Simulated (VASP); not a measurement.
# VN (Fm-3m) in VASP: notebook

VN is run at these levels: PBE; tasks: electric field gradients.

All numbers are computed with VASP 6.6.1; they aren't measurements. Logs are shortened: lines on timing, memory, paths and dates and some standing lists are left out, and cuts for length are marked.

**1. The cell of the first run**

Symmetry: Fm-3m, No. 225, cubic system. The conventional cell has a = 4.182 Å, b = 4.182 Å, c = 4.182 Å, α = 90.00°, β = 90.00°, γ = 90.00°. Within 2.8 Å of V (site symmetry m-3m) lie 6 N at 2.09 Å. N (site symmetry m-3m) has 6 V at 2.09 Å within 2.8 Å.

**2. Electric field gradients, PBE, collinear spin, ferromagnetic start (9.14 Å³/atom)**

Contents of INCAR:

```
ALGO = Normal
EDIFF = 1E-8
ENCUT = 520
GGA = PE
GGA_COMPAT = F
ISIF = 2
ISMEAR = -1
ISPIN = 2
LASPH = T
LCHARG = F
LEFG = T
LMAXMIX = 4
LORBIT = 11
LREAL = F
LWAVE = F
MAGMOM = 1.5 0
NBANDS = 20
NELM = 200
PREC = Accurate
SIGMA = 0.08
```

Contents of KPOINTS:

```
k-points
0
Gamma
  14 14 14
```

Contents of POSCAR:

```
VN
1.0
    0.0000000000      2.0911610095      2.0911610095
    2.0911610095      0.0000000000      2.0911610095
    2.0911610095      2.0911610095      0.0000000000
V N
1 1
Direct
    0.0000000000      0.0000000000      0.0000000000
    0.5000000000      0.5000000000      0.5000000000
```

Potentials or basis: VASP PAW PBE potentials, release 64 (V_sv, N).

Run with:

```console
$ cat potpaw_PBE.64/V_sv/POTCAR potpaw_PBE.64/N/POTCAR > POTCAR
$ mpirun -np 1 vasp_std > vasp.out
```

OUTCAR:

```text
EDIFF = 1E-8
   ENCUT = 520
   GGA = PE
   ISIF = 2
   ISMEAR = -1
   ISPIN = 2
   LASPH = T
   LORBIT = 11
   LREAL = F
   NELM = 200
   PREC = Accurate

 ion  position               nearest neighbor table
   1  0.000  0.000  0.000-   2 2.09   2 2.09   2 2.09   2 2.09   2 2.09   2 2.09
   2  0.500  0.500  0.500-   1 2.09   1 2.09   1 2.09   1 2.09   1 2.09   1 2.09

  LATTYP: Found a face centered cubic cell.
 ALAT       =     4.1823220190

  Lattice vectors:

 A1 = (   0.0000000000,   2.0911610095,   2.0911610095)
 A2 = (   2.0911610095,   0.0000000000,   2.0911610095)
 A3 = (   2.0911610095,   2.0911610095,   0.0000000000)

Analysis of symmetry for initial positions (statically):
=====================================================================
 Subroutine PRICEL returns:
 Original cell was already a primitive cell.

 Routine SETGRP: Setting up the symmetry group for a
 face centered cubic supercell.

 Subroutine GETGRP returns: Found 48 space group operations
 (whereof 48 operations were pure point group operations)
 out of a pool of 48 trial point group operations.

The static configuration has the point symmetry O_h .

Analysis of symmetry for dynamics (positions and initial velocities):
=====================================================================
 Subroutine PRICEL returns:
 Original cell was already a primitive cell.

 Routine SETGRP: Setting up the symmetry group for a
 face centered cubic supercell.

 Subroutine GETGRP returns: Found 48 space group operations
 (whereof 48 operations were pure point group operations)
 out of a pool of 48 trial point group operations.

The dynamic configuration has the point symmetry O_h .

Analysis of structural, dynamic, and magnetic symmetry:
=====================================================================
 Subroutine PRICEL returns:
 Original cell was already a primitive cell.

 Routine SETGRP: Setting up the symmetry group for a
 face centered cubic supercell.

 Subroutine GETGRP returns: Found 48 space group operations
 (whereof 48 operations were pure point group operations)
 out of a pool of 48 trial point group operations.

The overall configuration has the point symmetry O_h .

 Subroutine INISYM returns: Found 48 space group operations
 (whereof 48 operations are pure point group operations),
 and found     1 'primitive' translations

----------------------------------------------------------------------------------------

                                     Primitive cell

  volume of cell :      18.2891

  direct lattice vectors                    reciprocal lattice vectors
     0.000000000  2.091161009  2.091161009    -0.239101627  0.239101627  0.239101627
     2.091161009  0.000000000  2.091161009     0.239101627 -0.239101627  0.239101627
     2.091161009  2.091161009  0.000000000     0.239101627  0.239101627 -0.239101627

  length of vectors
     2.957348261  2.957348261  2.957348261     0.414136166  0.414136166  0.414136166

  position of ions in fractional coordinates (direct lattice)
     0.000000000  0.000000000  0.000000000
     0.500000000  0.500000000  0.500000000

  ion indices of the primitive-cell ions
   primitive index   ion index
                 1           1
                 2           2

----------------------------------------------------------------------------------------

 KPOINTS: k-points

Automatic generation of k-mesh.
 Grid dimensions read from file:
 generate k-points for:   14   14   14

 Generating k-lattice:

  Cartesian coordinates                     Fractional coordinates (reciprocal lattice)
    -0.017078688  0.017078688  0.017078688     0.071428571  0.000000000  0.000000000
     0.017078688 -0.017078688  0.017078688     0.000000000  0.071428571  0.000000000
     0.017078688  0.017078688 -0.017078688     0.000000000  0.000000000  0.071428571

  Length of vectors
     0.029581155  0.029581155  0.029581155

  Shift w.r.t. Gamma in fractional coordinates (k-lattice)
     0.000000000  0.000000000  0.000000000

 Subroutine IBZKPT returns following result:
 ===========================================

 Found    104 irreducible k-points:

 Following reciprocal coordinates:
            Coordinates               Weight
  0.000000  0.000000  0.000000      1.000000
  0.071429  0.000000  0.000000      8.000000
  0.142857  0.000000  0.000000      8.000000
  0.214286  0.000000  0.000000      8.000000
  0.285714  0.000000  0.000000      8.000000
  0.357143  0.000000  0.000000      8.000000
[... 16 lines left out ...]
  0.214286  0.142857  0.000000     24.000000
  0.285714  0.142857  0.000000     24.000000
 [... further k-points ...]
   k-points           NKPTS =    104   k-points in BZ     NKDIM =    104   number of bands    NBANDS=     20
   number of dos      NEDOS =    301   number of ions     NIONS =      2
   total plane-waves  NPLWV =  13824
   dimension x,y,z NGX =    24 NGY =   24 NGZ =   24
   dimension x,y,z NGXF=    48 NGYF=   48 NGZF=   48
   ions per type =               1   1
   NGX,Y,Z   is equivalent  to a cutoff of  13.49, 13.49, 13.49 a.u.
   NGXF,Y,Z  is equivalent  to a cutoff of  26.98, 26.98, 26.98 a.u.
 SYSTEM =  unknown system
   PREC   = accura    normal or accurate (medium, high low for compatibility)
   ISTART =      0    job   : 0-new  1-cont  2-samecut
   ICHARG =      2    charge: 1-file 2-atom 10-const
   ISPIN  =      2    spin polarized calculation?
   LNONCOLLINEAR =      F non collinear calculations
   LSORBIT =      F    spin-orbit coupling
   LASPH  =      T    aspherical Exc in radial PAW
   ENCUT  =  520.0 eV  38.22 Ry    6.18 a.u.   5.50  5.50  5.50*2*pi/ulx,y,z
   NELM   =    200;   NELMIN=  2; NELMDL= -5     # of ELM steps
   EDIFF  = 0.1E-07   stopping-criterion for ELM
   LREAL  =      F    real-space projection
   EDIFFG = 0.1E-06   stopping-criterion for IOM
   NSW    =      0    number of steps for IOM
   IBRION =     -1    ionic relax: 0-MD 1-quasi-New 2-CG
   NFREE  =      0    steps in history (QN), initial steepest desc. (CG)
   ISIF   =      2    stress and relaxation
   ISYM   =      2    0-nonsym 1-usesym 2-fastsym
   POTIM  = 0.5000    time-step for ionic-motion
   TEBEG  =    0.0;   TEEND  =   0.0 temperature during run
   PSTRESS=    0.0 pullay stress
   NELECT =      18.0000    total number of electrons
   NUPDOWN=      -1.0000    fix difference up-down
   EMIN   =  10.00;   EMAX   =-10.00  energy-range for DOS
   EFERMI =   0.00;   METHOD = LEGACY
   ISMEAR =    -1;   SIGMA  =   0.08  broadening in eV -4-tet -1-fermi 0-gaus
   EFERMI_NEDOS =   21; number of points for ismear=-14 and -15
   IALGO  =     38    algorithm
   IMIX   =      4    mixing-type and parameters
     AMIX     =   0.40;   BMIX     =  1.00
     AMIX_MAG =   1.60;   BMIX_MAG =  1.00
  volume/ion in A,a.u.               =       9.14        61.71
  Fermi-wavevector in a.u.,A,eV,Ry     =   1.628427  3.077280 36.079566  2.651773
  Thomas-Fermi vector in A             =   2.721059
   LORBIT       =     11    0 simple, 1 ext, 2 COOP (PROOUT), +10 PAW based schemes
   GGA     = PE    functional components
   LHFCALC =     F    Hartree Fock is set to
   AEXX    =    0.0000 exact exchange contribution
   IVDW    =     0    specifies the selected vdW correction
   LEPSILON=     F    determine dielectric tensor
   LRPA    =     F    only Hartree local field effects (RPA)
 spin polarized calculation
  energy-cutoff  :      520.00
  volume of cell :       18.29
 maximum number of plane-waves:       531
 NGX is ok and might be reduce to    24
   NGX = 11   NGY = 11   NGZ = 11

 number of electron      17.9999995 magnetization      -0.0000206

 number of electron      17.9999995 magnetization       0.0000007

 Free energy of the ion-electron system (eV)
  ---------------------------------------------------
  ext. energy  EPLUGINS =         0.00000000
  ---------------------------------------------------
  free energy    TOTEN  =       -19.28651418 eV

  energy without entropy =      -19.24677804  energy(sigma->0) =      -19.26664611

 E-fermi :  11.2974     XC(G=0): -13.3496

 val. band max:       11.2795171524   @ k =  -0.4286   0.2143   0.0714
 cond. band min:      11.3000829265   @ k =  -0.2857   0.3571   0.0714
 fundamental gap:      0.0205657741
 Fermi energy:        11.2974203885

 spin component 1

 k-point     1 :       0.0000    0.0000    0.0000
  band No.  band energies     occupation
      1     -54.1239      1.00000
      2     -27.7794      1.00000
      3     -27.7794      1.00000
      4     -27.7794      1.00000
      5      -6.3186      1.00000
      6       9.1702      1.00000
[... 12 lines left out ...]
     19      38.0918      0.00000
     20      38.0918      0.00000

 k-point     2 :       0.0714    0.0000    0.0000
  band No.  band energies     occupation
      1     -54.1210      1.00000
      2     -27.8005      1.00000
      3     -27.7814      1.00000
      4     -27.7814      1.00000
      5      -6.2210      1.00000
      6       8.4781      1.00000
[... 498 lines left out ...]
 k-point    24 :       0.2857    0.1429    0.0000
  band No.  band energies     occupation
      1     -54.0884      1.00000
      2     -27.9827      1.00000
      3     -27.8293      1.00000
      4     -27.8224      1.00000
      5      -5.1517      1.00000
      6       5.0547      1.00000
[... 12 lines left out ...]
     19      34.5379      0.00000
     20      37.4529      0.00000

 [... further k-points ...]

 spin component 2

 k-point     1 :       0.0000    0.0000    0.0000
  band No.  band energies     occupation
      1     -54.1239      1.00000
      2     -27.7794      1.00000
      3     -27.7794      1.00000
      4     -27.7794      1.00000
      5      -6.3186      1.00000
      6       9.1702      1.00000
[... 12 lines left out ...]
     19      38.0918      0.00000
     20      38.0918      0.00000

 k-point     2 :       0.0714    0.0000    0.0000
  band No.  band energies     occupation
      1     -54.1210      1.00000
      2     -27.8005      1.00000
      3     -27.7814      1.00000
      4     -27.7814      1.00000
      5      -6.2210      1.00000
      6       8.4781      1.00000
[... 498 lines left out ...]
 k-point    24 :       0.2857    0.1429    0.0000
  band No.  band energies     occupation
      1     -54.0884      1.00000
      2     -27.9827      1.00000
      3     -27.8293      1.00000
      4     -27.8224      1.00000
      5      -5.1517      1.00000
      6       5.0547      1.00000
[... 12 lines left out ...]
     19      34.5379      0.00000
     20      37.4529      0.00000

 [... further k-points ...]

------------------------ aborting loop because EDIFF is reached ----------------------------------------

  FORCE on cell =-STRESS in cart. coord.  units (eV):
  Direction    XX          YY          ZZ          XY          YZ          ZX
  --------------------------------------------------------------------------------------
  -------------------------------------------------------------------------------------
  Total       -1.4364044     -1.4364044     -1.4364044      0.0000000      0.0000000      0.0000000
  in kB     -125.8330979   -125.8330979   -125.8330979      0.0000000      0.0000000      0.0000000
  external PRESSURE =    -125.8330979 kB  Pullay stress =       0.0000000 kB

 VOLUME and BASIS-vectors are now :
 -----------------------------------------------------------------------------
  energy-cutoff  :      520.00
  volume of cell :       18.29
      direct lattice vectors                 reciprocal lattice vectors
     0.000000000  2.091161009  2.091161009    -0.239101627  0.239101627  0.239101627
     2.091161009  0.000000000  2.091161009     0.239101627 -0.239101627  0.239101627
     2.091161009  2.091161009  0.000000000     0.239101627  0.239101627 -0.239101627

 POSITION                                       TOTAL-FORCE (eV/Angst)
 -----------------------------------------------------------------------------------
      0.00000      0.00000      0.00000        -0.000000     -0.000000     -0.000000
      2.09116      2.09116      2.09116         0.000000      0.000000      0.000000
 -----------------------------------------------------------------------------------
    total drift:                                0.000000     -0.000000     -0.000000

  FREE ENERGIE OF THE ION-ELECTRON SYSTEM (eV)
  ---------------------------------------------------
  free  energy   TOTEN  =       -19.2865141850 eV

  energy  without entropy=      -19.2467780358  energy(sigma->0) =      -19.26664611

 Electric field gradients (V/A^2)
---------------------------------------------------------------------
 ion       V_xx      V_yy      V_zz      V_xy      V_xz      V_yz
---------------------------------------------------------------------
   1      -0.000    -0.000    -0.000    -0.000    -0.000    -0.000
   2      -0.000     0.000    -0.000    -0.001    -0.001    -0.001
---------------------------------------------------------------------

 Electric field gradients after diagonalization (V/A^2)
 (convention: |V_zz| > |V_xx| > |V_yy|)
----------------------------------------------------------------------
 ion       V_xx      V_yy      V_zz     asymmetry (V_yy - V_xx)/ V_zz
----------------------------------------------------------------------
   1       0.000     0.000    -0.001       0.000
   2       0.001     0.001    -0.002       0.000
----------------------------------------------------------------------

           NMR quadrupolar parameters

 Cq : quadrupolar parameter    Cq=e*Q*V_zz/h
 eta: asymmetry parameters     (V_yy - V_xx)/ V_zz
 Q  : nuclear electric quadrupole moment in mb (millibarn)
----------------------------------------------------------------------
 ion       Cq(MHz)       eta       Q (mb)
----------------------------------------------------------------------
   1      -0.000       0.000       1.000
   2      -0.000       0.000       1.000
----------------------------------------------------------------------

 total charge

# of ion       s       p       d       tot
------------------------------------------
    1        2.227   6.253   3.092  11.571
    2        1.243   2.484   0.000   3.727
--------------------------------------------------
tot          3.470   8.736   3.092  15.298

 magnetization (x)

# of ion       s       p       d       tot
------------------------------------------
    1        0.000   0.000  -0.000  -0.000
    2       -0.000  -0.000   0.000  -0.000
--------------------------------------------------
tot         -0.000  -0.000  -0.000  -0.000
```

Wall time 56 s (1 thread of Intel Xeon 8259CL, shared host); peak memory 0.19 GiB.

Results:

```yaml
Free_energy: -19.2865 eV
Pressure: -12.6 GPa
Band_gap_on_the_k_mesh: zero (filled and empty bands overlap)
Net_moment: 0.00 μB per cell
Largest_electric_field_gradient_by_atom: under 0.05 V/Å² on every atom
Valence_electrons_inside_the_program's_atomic_spheres: V 11.57; N 3.73
```

Caveat: the cell stands under tension; the moments typed at the start vanished in this run. With open d or f shells a metallic result of PBE can be an artefact of self-interaction; +U or a hybrid may open a gap.

**3. Electric field gradients, PBE, collinear spin, ferromagnetic start (9.14 Å³/atom)**

Contents of INCAR:

```
SYSTEM = VN
ALGO = Normal
EDIFF = 1E-8
ENCUT = 520
GGA = PE
GGA_COMPAT = .False.
ISIF = 2
ISMEAR = -1
ISPIN = 2
LASPH = .True.
LCHARG = .False.
LEFG = .True.
LMAXMIX = 4
LORBIT = 11
LREAL = .False.
LWAVE = .False.
MAGMOM = 1.5 0
NBANDS = 20
NELM = 200
PREC = Accurate
SIGMA = 0.08
```

Contents of KPOINTS:

```
k-points
0
Gamma
  14 14 14
  0 0 0
```

POSCAR is that of step 2.

Potentials or basis: VASP PAW PBE potentials, release 64 (V_sv, N).

Run with:

```console
$ cat potpaw_PBE.64/V_sv/POTCAR potpaw_PBE.64/N/POTCAR > POTCAR
$ mpirun -np 1 vasp_std > vasp.out
```

OUTCAR:

```text
SYSTEM = VN
   EDIFF = 1E-8
   ENCUT = 520
   GGA = PE
   ISIF = 2
   ISMEAR = -1
   ISPIN = 2
   LASPH = .True.
   LORBIT = 11
   LREAL = .False.
   NELM = 200
   PREC = Accurate

 ion  position               nearest neighbor table
   1  0.000  0.000  0.000-   2 2.09   2 2.09   2 2.09   2 2.09   2 2.09   2 2.09
   2  0.500  0.500  0.500-   1 2.09   1 2.09   1 2.09   1 2.09   1 2.09   1 2.09

  LATTYP: Found a face centered cubic cell.
 ALAT       =     4.1823220190

  Lattice vectors:

 A1 = (   0.0000000000,   2.0911610095,   2.0911610095)
 A2 = (   2.0911610095,   0.0000000000,   2.0911610095)
 A3 = (   2.0911610095,   2.0911610095,   0.0000000000)

Analysis of symmetry for initial positions (statically):
=====================================================================
[... 1350 lines left out ...]
 ion       V_xx      V_yy      V_zz     asymmetry (V_yy - V_xx)/ V_zz
----------------------------------------------------------------------
   1       0.000     0.000    -0.001       0.000
   2       0.001     0.001    -0.002       0.000
----------------------------------------------------------------------

           NMR quadrupolar parameters

 Cq : quadrupolar parameter    Cq=e*Q*V_zz/h
 eta: asymmetry parameters     (V_yy - V_xx)/ V_zz
 Q  : nuclear electric quadrupole moment in mb (millibarn)
----------------------------------------------------------------------
 ion       Cq(MHz)       eta       Q (mb)
----------------------------------------------------------------------
   1      -0.000       0.000       1.000
   2      -0.000       0.000       1.000
----------------------------------------------------------------------

 total charge

# of ion       s       p       d       tot
------------------------------------------
    1        2.227   6.253   3.092  11.571
    2        1.243   2.484   0.000   3.727
--------------------------------------------------
tot          3.470   8.736   3.092  15.298

 magnetization (x)

# of ion       s       p       d       tot
------------------------------------------
    1        0.000   0.000  -0.000  -0.000
    2       -0.000  -0.000   0.000  -0.000
--------------------------------------------------
tot         -0.000  -0.000  -0.000  -0.000
```

OSZICAR:

```text
N       E                     dE             d eps       ncg     rms          rms(c)
DAV:   1     0.147824259289E+03    0.14782E+03   -0.87501E+03  8344   0.985E+02
DAV:   2    -0.190079719070E+02   -0.16683E+03   -0.15806E+03  8716   0.317E+02
[... 13 lines left out ...]
DAV:  16    -0.192865136220E+02   -0.28697E-05   -0.28770E-06  8744   0.137E-02    0.560E-03
DAV:  17    -0.192865142865E+02   -0.66447E-06   -0.12528E-06  9228   0.811E-03    0.215E-03
DAV:  18    -0.192865142703E+02    0.16198E-07   -0.17916E-07  9164   0.296E-03    0.120E-03
DAV:  19    -0.192865142041E+02    0.66205E-07   -0.30430E-08  7196   0.164E-03    0.709E-04
DAV:  20    -0.192865141887E+02    0.15413E-07   -0.40197E-09  4292   0.466E-04    0.330E-04
DAV:  21    -0.192865141850E+02    0.37012E-08   -0.39177E-10  4208   0.162E-04
   1 F= -.19286514E+02 E0= -.19266646E+02  d E =-.397361E-01  mag=     0.0000
```

Wall time 65 s (1 thread of Intel Xeon 8259CL, shared host); peak memory 0.19 GiB.

Results:

| Property | Result |
| --- | --- |
| Free energy | -19.2865 eV |
| Pressure | -12.6 GPa |
| Band gap on the k mesh | zero (filled and empty bands overlap) |
| Net moment | 0.00 μB per cell |
| Largest electric field gradient by atom | under 0.05 V/Å² on every atom |
| Valence electrons inside the program's atomic spheres | V 11.57; N 3.73 |

Caveat: the cell stands under tension; the moments typed at the start vanished in this run.

The gap in the log of VASP goes by the Fermi energy; the results here count the filled bands.